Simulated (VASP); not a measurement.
Runs of VASP 6.6.1 on Ru. The structure is that of space group Fm-3m (No. 225), or close to it. The cells are those of the table. 

```csv
cell,gap on the mesh (eV),pressure (GPa)
"a = 2.764 Å, angles 60.0°, 1 atom",none,-19.7
"a = 2.757, b = 2.757, c = 2.649 Å, angles 61.3, 61.3, 57.4°, 1 atom",none,(a)
"a = 2.670 Å, angles 60.0°, 1 atom",none,(b)
"a = 2.781, b = 2.781, c = 2.672 Å, angles 61.3, 61.3, 57.4°, 1 atom",none,-13.2
"a = 2.645 Å, angles 60.0°, 1 atom",none,(c)
"a = 2.718 Å, angles 60.0°, 1 atom",none,-7.6
"a = 2.804, b = 2.804, c = 2.694 Å, angles 61.3, 61.3, 57.4°, 1 atom",none,-18.8
"a = 2.658, b = 2.658, c = 2.554 Å, angles 61.3, 61.3, 57.4°, 1 atom",none,32.5
```

Alike in all rows: task single point; level PBE; potentials or basis VASP PAW PBE potentials, release 64 (Ru_pv); no spin polarisation; k mesh 22 × 22 × 22; cutoff (eV) 520; smearing gaussian 0.15 eV.

Question: Estimate the missing entries.

Answer: (a) -6.8; (b) 8.9; (c) 19.3.

A k mesh can miss the band edges, and the runs leave out spin-orbit coupling on Ru.

A gap of «none» marks levels without a gap at the run's occupations.
